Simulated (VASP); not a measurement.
# BiTe (Fm-3m) in VASP: a series of runs, part 2 of 2

VASP 6.6.1. Earlier steps stand in the parts before.

**3. Single point, r2SCAN**

Contents of POSCAR:

```
BiTe
1.0
    0.0000000000      3.2350000000      3.2350000000
    3.2350000000      0.0000000000      3.2350000000
    3.2350000000      3.2350000000      0.0000000000
Bi Te
1 1
Direct
    0.0000000000      0.0000000000      0.0000000000
    0.5000000000      0.5000000000      0.5000000000
```

Contents of INCAR.step1:

```
SYSTEM = BiTe
PREC     = Accurate       ! precision mode
ENCUT    = 520            ! plane-wave cutoff, eV
ISMEAR   = -1             ! smearing method
SIGMA    = 0.1            ! smearing width, eV
LREAL    = .FALSE.        ! projectors in reciprocal space
LASPH    = .TRUE.         ! aspherical terms in the spheres
NELM     = 80             ! most SCF steps
NBANDS   = 18             ! bands
GGA      = PE             ! functional
ALGO     = Normal         ! electronic algorithm
EDIFF    = 1E-4           ! SCF threshold, eV
LWAVE    = .TRUE.         ! write WAVECAR
LCHARG   = .FALSE.        ! write CHGCAR
```

Contents of INCAR.step2:

```
SYSTEM = BiTe
PREC     = Accurate       ! precision mode
ENCUT    = 520            ! plane-wave cutoff, eV
EDIFF    = 1E-6           ! SCF threshold, eV
ISMEAR   = -1             ! smearing method
SIGMA    = 0.1            ! smearing width, eV
LREAL    = .FALSE.        ! projectors in reciprocal space
LASPH    = .TRUE.         ! aspherical terms in the spheres
NELM     = 80             ! most SCF steps
ALGO     = Normal         ! electronic algorithm
ISIF     = 2              ! what is computed and relaxed
LWAVE    = .FALSE.        ! write WAVECAR
LCHARG   = .FALSE.        ! write CHGCAR
METAGGA  = R2SCAN         ! meta-GGA
LMIXTAU  = .TRUE.       
NBANDS   = 18             ! bands
ISTART   = 1
```

Contents of KPOINTS:

```
Automatic mesh
0
G
  8 8 8
  0 0 0
```

Potentials or basis: VASP PAW PBE potentials, release 64 (Bi_d, Te).

Launch:

```
cat potpaw_PBE.64/Bi_d/POTCAR potpaw_PBE.64/Te/POTCAR > POTCAR
cp INCAR.step1 INCAR
mpirun -np 1 vasp_std > vasp.out
cp INCAR.step2 INCAR
mpirun -np 1 vasp_std > vasp.out
```

OUTCAR:

```text
SYSTEM = BiTe
   PREC = Accurate
   ENCUT = 520
   EDIFF = 1E-6
   ISMEAR = -1
   LREAL = .FALSE.
   LASPH = .TRUE.
   NELM = 80
   ISIF = 2
   METAGGA = R2SCAN
   ISTART = 1

 ion  position               nearest neighbor table
   1  0.000  0.000  0.000-   2 3.23   2 3.23   2 3.23   2 3.23   2 3.23   2 3.23
   2  0.500  0.500  0.500-   1 3.23   1 3.23   1 3.23   1 3.23   1 3.23   1 3.23

  LATTYP: Found a face centered cubic cell.
 ALAT       =     6.4700000000

  Lattice vectors:

 A1 = (   0.0000000000,   3.2350000000,   3.2350000000)
 A2 = (   3.2350000000,   0.0000000000,   3.2350000000)
[... 190 lines left out ...]
      6      -7.5592      2.00000
[... 481 lines left out ...]
      5     -17.2916      2.00000
      6      -5.3103      2.00000
[... 10 lines left out ...]
     17      16.1630      0.00000
     18      18.1588      0.00000

 [... further k-points ...]
[... 5 lines left out ...]
  --------------------------------------------------------------------------------------
  -------------------------------------------------------------------------------------
  Total       -0.0303964     -0.0303964     -0.0303964      0.0000000      0.0000000      0.0000000
  in kB       -0.7192489     -0.7192489     -0.7192489      0.0000000      0.0000000      0.0000000
  external PRESSURE =      -0.7192489 kB  Pullay stress =       0.0000000 kB

 VOLUME and BASIS-vectors are now :
 -----------------------------------------------------------------------------
  energy-cutoff  :      520.00
  volume of cell :       67.71
      direct lattice vectors                 reciprocal lattice vectors
     0.000000000  3.235000000  3.235000000    -0.154559505  0.154559505  0.154559505
     3.235000000  0.000000000  3.235000000     0.154559505 -0.154559505  0.154559505
     3.235000000  3.235000000  0.000000000     0.154559505  0.154559505 -0.154559505

 POSITION                                       TOTAL-FORCE (eV/Angst)
 -----------------------------------------------------------------------------------
      0.00000      0.00000      0.00000         0.000000      0.000000      0.000000
      3.23500      3.23500      3.23500         0.000000     -0.000000     -0.000000
 -----------------------------------------------------------------------------------
    total drift:                               -0.000000      0.000000      0.000000

  FREE ENERGIE OF THE ION-ELECTRON SYSTEM (eV)
  ---------------------------------------------------
  free  energy   TOTEN  =       -84.0582244922 eV

  energy  without entropy=      -84.0183828299  energy(sigma->0) =      -84.03830366
```

OSZICAR.step1:

```text
N       E                     dE             d eps       ncg     rms          rms(c)
DAV:   1     0.156441256885E+03    0.15644E+03   -0.97835E+03  1044   0.112E+03
DAV:   2     0.466093585089E+01   -0.15178E+03   -0.14746E+03  1112   0.302E+02
DAV:   3    -0.688804500128E+01   -0.11549E+02   -0.11408E+02  1282   0.875E+01
DAV:   4    -0.721028672951E+01   -0.32224E+00   -0.32198E+00  1242   0.158E+01
DAV:   5    -0.722326462619E+01   -0.12978E-01   -0.12977E-01  1430   0.298E+00    0.619E+00
DAV:   6    -0.719735361341E+01    0.25911E-01   -0.89942E-02  1480   0.185E+00    0.383E+00
DAV:   7    -0.720159470167E+01   -0.42411E-02   -0.25431E-02  1160   0.826E-01    0.598E-01
DAV:   8    -0.720147183505E+01    0.12287E-03   -0.39046E-03  1326   0.421E-01    0.106E-01
DAV:   9    -0.720159375430E+01   -0.12192E-03   -0.36416E-04  1174   0.114E-01    0.359E-02
DAV:  10    -0.720159572524E+01   -0.19709E-05   -0.94538E-06   584   0.210E-02
   1 F= -.72015957E+01 E0= -.71800057E+01  d E =-.431800E-01
```

Run time: 4.1 min. Hardware: 1 thread of AMD EPYC 7R13, shared host; peak memory 0.2 GiB.

Results:

```
Free energy : -84.0582 eV
Pressure    : -0.1 GPa
```

Caveat: the PAW data sets were made with another functional, which shifts forces and pressure a little; spin-orbit coupling is left out, which moves the levels of the heavy elements.

**4. Relaxation of cell and atoms, r2SCAN**

POSCAR is that of step 3.

Contents of INCAR.step1:

```
PREC = Accurate ; ENCUT = 600
ISMEAR = -1 ; SIGMA = 0.1
LREAL = F ; LASPH = T
NELM = 60 ; GGA = PE
ALGO = Normal ; EDIFF = 1E-4
LWAVE = T ; LCHARG = F
```

Contents of INCAR.step2:

```
PREC = Accurate ; ENCUT = 600
EDIFF = 1E-6 ; ISMEAR = -1
SIGMA = 0.1 ; LREAL = F
LASPH = T ; NELM = 60
ALGO = Normal ; ISIF = 3
LWAVE = F ; LCHARG = F
METAGGA = R2SCAN ; LMIXTAU = T
IBRION = 2 ; NSW = 60
EDIFFG = -0.01 ; ISTART = 1
```

Contents of KPOINTS:

```
Automatic mesh
0
Gamma
  6 6 6
```

Launch:

```
cat potpaw_PBE.64/Bi_d/POTCAR potpaw_PBE.64/Te/POTCAR > POTCAR
cp INCAR.step1 INCAR
mpirun -np 1 vasp_std > vasp.out
cp INCAR.step2 INCAR
mpirun -np 1 vasp_std > vasp.out
```

It took 2.1 min on 1 thread of AMD EPYC 7R13, shared host; peak memory 0.23 GiB.

It converged, with:

- Free energy: -84.0500 eV
- Pressure after relaxing: 0.0 GPa

Final structure:
```
Bi Te
1.0
     0.00000    3.23500    3.23500
     3.23500    0.00000    3.23500
     3.23500    3.23500    0.00000
Bi Te
1 1
Direct
  0.00000 0.00000 0.00000
  0.50000 0.50000 0.50000
```

Levels at points of the mesh, in eV from the Fermi level:
| k point | band 8 | band 9 | band 10 | band 11 | band 12 | band 13 |
| --- | --- | --- | --- | --- | --- | --- |
| (0.00, 0.00, 0.00) | -2.77 | -2.77 | -2.77 | 2.28 | 2.28 | 2.28 |
| (0.50, 0.00, 0.00) | -2.08 | -2.08 | -1.61 | -0.66 | -0.66 | -0.66 |
| (0.50, 0.50, 0.00) | -5.93 | -4.26 | -4.26 | 2.54 | 3.80 | 3.80 |

Caveat: the relaxation stopped at its first step, so nothing moved; the PAW data sets were made with another functional, which shifts forces and pressure a little; spin-orbit coupling is left out, which moves the levels of the heavy elements.

**5. Summary**

| task | cell | k mesh | cutoff (eV) | gap on the mesh (eV) | pressure (GPa) |
| --- | --- | --- | --- | --- | --- |
| single point | as given | 6 × 6 × 6 | 520 | none | 0.0 |
| single point | as given | 8 × 8 × 8 | 520 | none | -0.1 |
| relaxation of cell and atoms | relaxed | 6 × 6 × 6 | 600 | none | 0.0 |

Alike in all rows: level r2SCAN; potentials or basis VASP PAW PBE potentials, release 64 (Bi_d, Te); no spin polarisation; smearing fermi-dirac 0.1 eV.

Caveats: the PAW data sets were made with another functional, which shifts forces and pressure a little; spin-orbit coupling is left out, which moves the levels of the heavy elements; the relaxation stopped at its first step, so nothing moved (some runs).

Total energies depend on the potentials used, so only differences within one code and one set of settings carry meaning.
